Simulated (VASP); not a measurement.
# GaP (F-43m) in VASP: a series of runs, part 2 of 2

VASP 6.6.1.

### Step 4. Vibrations by perturbation theory, PBEsol

This run uses another cell than the first one, of 20.23 Å³/atom.

The input, INCAR:

```
PREC = Accurate
ENCUT = 500
EDIFF = 1E-8
ISMEAR = 0
SIGMA = 0.01
LREAL = False
LASPH = True
NELM = 120
ALGO = Normal
ISIF = 2
LWAVE = False
LCHARG = False
GGA = PS
IBRION = 8
NSW = 1
GGA_COMPAT = False
```

The input, KPOINTS:

```
regular mesh
0
Gamma
  10 10 10
```

The input, POSCAR:

```
GaP
1.0
    0.0000000000      2.7250000000      2.7250000000
    2.7250000000      0.0000000000      2.7250000000
    2.7250000000      2.7250000000      0.0000000000
Ga P
1 1
Direct
    0.0000000000      0.0000000000      0.0000000000
    0.2500000000      0.2500000000      0.2500000000
```

Potentials or basis: VASP PAW PBE potentials, release 64 (Ga_d, P).

Command:

```console
> cat potpaw_PBE.64/Ga_d/POTCAR potpaw_PBE.64/P/POTCAR > POTCAR
> mpirun -np 1 vasp_std > vasp.out
```

OUTCAR:

```text
PREC = Accurate
   ENCUT = 500
   EDIFF = 1E-8
   ISMEAR = 0
   LREAL = False
   LASPH = True
   NELM = 120
   ISIF = 2
   GGA = PS
   IBRION = 8
   NSW = 1

 ion  position               nearest neighbor table
   1  0.000  0.000  0.000-   2 2.36   2 2.36   2 2.36   2 2.36
   2  0.250  0.250  0.250-   1 2.36   1 2.36   1 2.36   1 2.36

  LATTYP: Found a face centered cubic cell.
 ALAT       =     5.4500000000

  Lattice vectors:

[... 638 lines left out ...]
 ------------------------------------
               1X          1Y          1Z          2X          2Y          2Z
  1X    -9.855999    0.000000    0.000000    9.855999    0.000000    0.000000
  1Y     0.000000   -9.855999    0.000000    0.000000    9.855999    0.000000
  1Z     0.000000    0.000000   -9.855999    0.000000    0.000000    9.855999
  2X     9.819363    0.000000    0.000000   -9.819363    0.000000    0.000000
  2Y     0.000000    9.819363    0.000000    0.000000   -9.819363    0.000000
  2Z     0.000000    0.000000    9.819363    0.000000    0.000000   -9.819363

 Eigenvectors and eigenvalues of the dynamical matrix
 ----------------------------------------------------

   1 f  =   10.584326 THz    66.503280 2PiTHz  353.055106 cm-1    43.773235 meV
             X         Y         Z           dx          dy          dz
      0.000000  0.000000  0.000000     0.000000    0.555329    0.000000
      1.362500  1.362500  1.362500     0.000000   -0.831631    0.000000
[... 21 lines left out ...]
   6 f/i=    0.009102 THz     0.057188 2PiTHz    0.303604 cm-1     0.037642 meV
             X         Y         Z           dx          dy          dz
      0.000000  0.000000  0.000000     0.000000    0.000000    0.831631
      1.362500  1.362500  1.362500     0.000000    0.000000    0.555329

--------------------------------------------------------------------------------------------------------

 ELASTIC MODULI CONTR FROM IONIC RELAXATION (kBar)
 Direction    XX          YY          ZZ          XY          YZ          ZX
 --------------------------------------------------------------------------------
 XX          -0.0000      0.0000      0.0000     -0.0000      0.0000      0.0000
 YY           0.0000     -0.0000      0.0000     -0.0000     -0.0000      0.0000
 ZZ           0.0000      0.0000     -0.0000      0.0000     -0.0000      0.0000
 XY          -0.0000     -0.0000      0.0000   -197.9648      0.0000      0.0000
 YZ           0.0000     -0.0000     -0.0000      0.0000   -197.9648      0.0000
 ZX           0.0000      0.0000      0.0000      0.0000      0.0000   -197.9648
 --------------------------------------------------------------------------------
```

OSZICAR:

```text
N       E                     dE             d eps       ncg     rms          rms(c)
DAV:   1     0.750491696520E+02    0.75049E+02   -0.90985E+03  1254   0.195E+03
DAV:   2    -0.411628771926E+01   -0.79165E+02   -0.75845E+02  1362   0.319E+02
DAV:   3    -0.100863300818E+02   -0.59700E+01   -0.59409E+01  1477   0.741E+01
[... 47 lines left out ...]
RMM:   7    -0.473771582176E-01   -0.36298E-05   -0.99387E-07  8875   0.388E-03    0.180E-03
RMM:   8    -0.473749856019E-01    0.21726E-05   -0.60728E-07  8618   0.140E-03    0.790E-05
RMM:   9    -0.473743780199E-01    0.60758E-06   -0.73473E-09  8802   0.410E-04    0.128E-04
RMM:  10    -0.473741079820E-01    0.27004E-06   -0.17486E-08  8583   0.155E-04    0.962E-06
RMM:  11    -0.473741852874E-01   -0.77305E-07   -0.73883E-09  8863   0.591E-05    0.386E-06
RMM:  12    -0.473741911474E-01   -0.58600E-08   -0.38992E-09  8798   0.230E-05    0.587E-07
 Linear response finished
```

Run time: 7.1 min. Hardware: 1 thread of Intel Xeon 8259CL, shared host; peak memory 0.33 GiB.

What came out:

```yaml
Highest_phonon_frequency_at_Γ_LO-TO_splitting_left_out: 353 cm⁻¹
```

Phonon frequencies in cm⁻¹ (negative: imaginary):
| q point | frequencies |
| --- | --- |
| (0.000, 0.000, 0.000) | 0 0 0 353 353 353 |

Caveat: the PAW data sets were made with another functional, which shifts forces and pressure a little.

### Step 5. Vibrations by perturbation theory, PBEsol

This run uses another cell than the first one, of 21.04 Å³/atom.

The input, INCAR:

```
  PREC = Accurate
  ENCUT = 500
  EDIFF = 1E-8
  ISMEAR = 0
  SIGMA = 0.01
  LREAL = F
  LASPH = T
  NELM = 120
  ALGO = Normal
  ISIF = 2
  LWAVE = F
  LCHARG = F
  GGA = PS
  IBRION = 8
  NSW = 1
  GGA_COMPAT = F
```

The input, KPOINTS:

```
Automatic mesh
0
Gamma
  10 10 10
```

The input, POSCAR:

```
GaP
1.0
    0.0000000000      2.7608593754      2.7608593754
    2.7608593754      0.0000000000      2.7608593754
    2.7608593754      2.7608593754      0.0000000000
Ga P
1 1
Direct
    0.0000000000      0.0000000000      0.0000000000
    0.2500000000      0.2500000000      0.2500000000
```

Potentials or basis: VASP PAW PBE potentials, release 64 (Ga_d, P).

Command:

```console
> cat potpaw_PBE.64/Ga_d/POTCAR potpaw_PBE.64/P/POTCAR > POTCAR
> mpirun -np 1 vasp_std > vasp.out
```

OUTCAR:

```text
PREC = Accurate
   ENCUT = 500
   EDIFF = 1E-8
   ISMEAR = 0
   LREAL = F
   LASPH = T
   NELM = 120
   ISIF = 2
   GGA = PS
   IBRION = 8
   NSW = 1

 ion  position               nearest neighbor table
   1  0.000  0.000  0.000-   2 2.39   2 2.39   2 2.39   2 2.39
   2  0.250  0.250  0.250-   1 2.39   1 2.39   1 2.39   1 2.39

  LATTYP: Found a face centered cubic cell.
 ALAT       =     5.5217187508

  Lattice vectors:

 A1 = (   0.0000000000,   2.7608593754,   2.7608593754)
 A2 = (   2.7608593754,   0.0000000000,   2.7608593754)
 A3 = (   2.7608593754,   2.7608593754,   0.0000000000)

Analysis of symmetry for initial positions (statically):
=====================================================================
 Subroutine PRICEL returns:
 Original cell was already a primitive cell.

 Routine SETGRP: Setting up the symmetry group for a
 face centered cubic supercell.

 Subroutine GETGRP returns: Found 24 space group operations
 (whereof 24 operations were pure point group operations)
 out of a pool of 48 trial point group operations.

The static configuration has the point symmetry T_d .

Analysis of symmetry for dynamics (positions and initial velocities):
=====================================================================
 Subroutine PRICEL returns:
 Original cell was already a primitive cell.

 Routine SETGRP: Setting up the symmetry group for a
 face centered cubic supercell.

 Subroutine GETGRP returns: Found 24 space group operations
 (whereof 24 operations were pure point group operations)
 out of a pool of 48 trial point group operations.

[... 567 lines left out ...]
    total drift:                                0.000001      0.000001      0.000001

  FREE ENERGIE OF THE ION-ELECTRON SYSTEM (eV)
  ---------------------------------------------------
  free  energy   TOTEN  =        -9.9015344700 eV

  energy  without entropy=       -9.9015344700  energy(sigma->0) =       -9.90153447

[... ionic steps 2 to 3 ...]

--------------------------------------- Ionic step        4  -------------------------------------------

------------------------ aborting loop because EDIFF is reached ----------------------------------------

[... ionic steps 5 to 6 ...]

--------------------------------------- Ionic step        7  -------------------------------------------

 Free energy of the ion-electron system (eV)
  ---------------------------------------------------
  ---------------------------------------------------
  free energy    TOTEN  =        -0.04728409 eV

  energy without entropy =       -0.04728409

------------------------ aborting loop because EDIFF is reached ----------------------------------------

 INTERNAL STRAIN TENSOR  FOR ION    2  DIRECTION 1   (eV/Angst):
 -----------------------------------------------------------------------------
     0.00840  0.00000  0.00000
     0.00000 -0.00252 -5.58690
     0.00000 -5.58690 -0.00252

 INTERNAL STRAIN TENSOR FOR ION    2 for displacements in x,y,z  (eV/Angst):
          X           Y           Z          XY          YZ          ZX
  --------------------------------------------------------------------------------
  x     0.00000    -0.00000    -0.00000     0.00000    -5.58690     0.00000
  y     0.00000     0.00000     0.00000     0.00000     0.00000    -5.58690
  z    -0.00000    -0.00000     0.00000    -5.58690     0.00000     0.00000

 SECOND DERIVATIVES (NOT SYMMETRIZED)
 ------------------------------------
               1X          1Y          1Z          2X          2Y          2Z
  1X    -8.905516    0.000000    0.000000    8.905516    0.000000    0.000000
  1Y     0.000000   -8.905516    0.000000    0.000000    8.905516    0.000000
  1Z     0.000000    0.000000   -8.905516    0.000000    0.000000    8.905516
  2X     8.919079    0.000000    0.000000   -8.919079    0.000000    0.000000
  2Y     0.000000    8.919079    0.000000    0.000000   -8.919079    0.000000
  2Z     0.000000    0.000000    8.919079    0.000000    0.000000   -8.919079

 Eigenvectors and eigenvalues of the dynamical matrix
 ----------------------------------------------------

   1 f  =   10.079309 THz    63.330164 2PiTHz  336.209548 cm-1    41.684653 meV
             X         Y         Z           dx          dy          dz
      0.000000  0.000000  0.000000    -0.554321    0.000000   -0.000000
      1.380430  1.380430  1.380430     0.832303   -0.000000   -0.000000
[... 21 lines left out ...]
   6 f/i=    0.003538 THz     0.022232 2PiTHz    0.118026 cm-1     0.014633 meV
             X         Y         Z           dx          dy          dz
      0.000000  0.000000  0.000000     0.723342   -0.392359   -0.124735
      1.380430  1.380430  1.380430     0.481752   -0.261315   -0.083075

--------------------------------------------------------------------------------------------------------

 ELASTIC MODULI CONTR FROM IONIC RELAXATION (kBar)
 Direction    XX          YY          ZZ          XY          YZ          ZX
 --------------------------------------------------------------------------------
 XX          -0.0000     -0.0000     -0.0000     -0.0000      0.0000     -0.0000
 YY          -0.0000     -0.0000     -0.0000     -0.0000     -0.0000      0.0000
 ZZ          -0.0000     -0.0000     -0.0000      0.0000     -0.0000     -0.0000
 XY          -0.0000     -0.0000      0.0000   -131.5676      0.0000      0.0000
 YZ           0.0000     -0.0000     -0.0000      0.0000   -131.5676      0.0000
 ZX          -0.0000      0.0000     -0.0000      0.0000      0.0000   -131.5676
 --------------------------------------------------------------------------------
```

It took 8.1 min on 1 thread of Intel Xeon 8259CL, shared host; peak memory 0.33 GiB.

What came out:

```yaml
Highest_phonon_frequency_at_Γ_LO-TO_splitting_left_out: 336 cm⁻¹
```

Phonon frequencies in cm⁻¹ (negative: imaginary):
```tsv
q point	frequencies
(0.000, 0.000, 0.000)	0 0 0 336 336 336
```

Caveat: the cell stands under pressure or tension, which shifts response properties; the PAW data sets were made with another functional, which shifts forces and pressure a little.
